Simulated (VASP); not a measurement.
SnO: single point with r2SCAN

Crystal: SnO.

```
CELL_PARAMETERS angstrom
3.29816 0.00000 0.00000
-1.64908 2.85629 0.00000
0.00000 0.00000 9.21637
ATOMIC_POSITIONS crystal
Sn 0.33333 0.66667 0.99336
Sn 0.66667 0.33333 0.49336
O 0.33333 0.66667 0.38164
O 0.66667 0.33333 0.88164
```

| Item | Value |
| --- | --- |
| Program | VASP 6.6.1 |
| Task | single point |
| Functional | r2SCAN |
| Potentials or basis | VASP PAW PBE potentials, release 64 (Sn_d, O) |
| Cutoff | 520 eV |
| k mesh | 6 × 6 × 2 |
| Occupations | gaussian, width 0.01 eV |
| Spin | no spin polarisation |
| Dipole correction | no |
| Further INCAR settings | ALGO = Normal; EDIFF = 1e-06; NBANDS = 28 |

| Quantity | Value |
| --- | --- |
| Pressure | 0.5 GPa |
| Largest force | 0.108 eV/Å |
| Band gap on the k mesh | 1.60 eV, indirect (least direct gap 1.87 eV) |

Forces in eV/Å, atoms in the order of the input:
```
Sn   0.000  0.000  0.108
Sn   0.000  0.000  0.108
O    0.000  0.000 -0.108
O    0.000  0.000 -0.108
```

Stress tensor (GPa, compression positive):
```
0.55 0.00 0.00
0.00 0.55 0.00
0.00 0.00 0.29
```

Levels at points of the mesh, in eV from the valence-band top:
```tsv
k point	band 18	band 19	band 20	band 21	band 22	band 23
(0.00, 0.00, 0.00)	-2.87	-2.31	-1.11	1.65	3.05	7.96
(0.50, 0.00, 0.00)	-3.68	-0.80	-0.27	1.60	1.79	5.88
(0.00, 0.00, 0.50)	-2.88	-1.76	-1.76	2.36	2.36	9.19
(0.50, 0.00, 0.50)	-3.70	-0.59	-0.59	1.77	1.77	6.21
```

Run time: 93 s on 1 thread of Intel(R) Xeon(R) Platinum 8559C (Emerald Rapids) (shared host), peak memory 0.24 GiB.

Caveat: the PAW data sets were made with another functional, which shifts forces and pressure a little; spin-orbit coupling is left out, which moves the levels of the heavy elements. A k mesh can miss the band edges.
